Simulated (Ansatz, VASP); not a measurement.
# One calculation of Sc2NbAl3V6N12, two programs

```xyz
24
Lattice="-4.1798 -4.1862 0.0036 -0.0474 4.2299 4.2264 -4.2087 4.2187 -4.1677" Properties=species:S:1:pos:R:3 pbc="T T T"
N    -4.2611    4.2719   -2.0239
N    -6.3585    2.1666   -2.0709
N    -4.1360    2.1178    0.0128
N    -2.1125    4.1402    0.1112
N    -2.1513    2.1027    2.0304
N    -4.1667    0.0211    2.0688
N    -4.2382    6.2547    0.0676
N    -6.2602    4.2612   -0.0489
N    -4.1660    4.2193    2.1534
N    -2.1019    2.0423   -1.9799
N    -2.1924    0.1464    0.0337
N    -4.2973   -2.0229    0.0432
Al   -4.2528    0.0591   -0.0394
Al   -2.1418    2.1574    0.0383
Al   -4.1625    4.1498    0.1279
Sc   -6.3121    0.0277   -2.0997
Sc   -6.2952    2.1320    0.0760
V    -0.1275    4.1939    4.1734
V    -4.2591    2.1901   -2.1658
V    -6.1798    4.1200   -2.1835
V    -0.1367    2.2447    2.2506
V    -4.2341    1.9812    2.2239
V    -2.0367    4.2121    2.2984
Nb   -2.1490    2.1956    4.1797
```

Alike in both runs: functional PBE; k mesh 4 × 4 × 3; occupations gaussian, width 0.1 eV; no spin polarisation.

Ansatz relaxed the structure, and its values are those at the end. VASP's run is a single point on that final structure, the one shown.

|  | VASP | Ansatz |
| --- | --- | --- |
| version | VASP 6.6.1 | Ansatz 0.2.0 |
| potentials or method | VASP PAW PBE potentials, release 64 (N, Al, Sc_sv, V_sv, Nb_sv), cutoff 520 eV | scalar-relativistic, plane waves, PAW |
| valence electrons in the cell | 182 | 182 |

```tsv
	VASP	Ansatz	Ansatz less VASP
gap on the k mesh at the Fermi level (eV)	none	none	-
pressure (GPa)	0.5	0.0	-0.50
rms of the force components (eV/Å)	0.024	0.006	-0.0174
```

A gap of «none» marks a metal or a gap that the smearing closes.
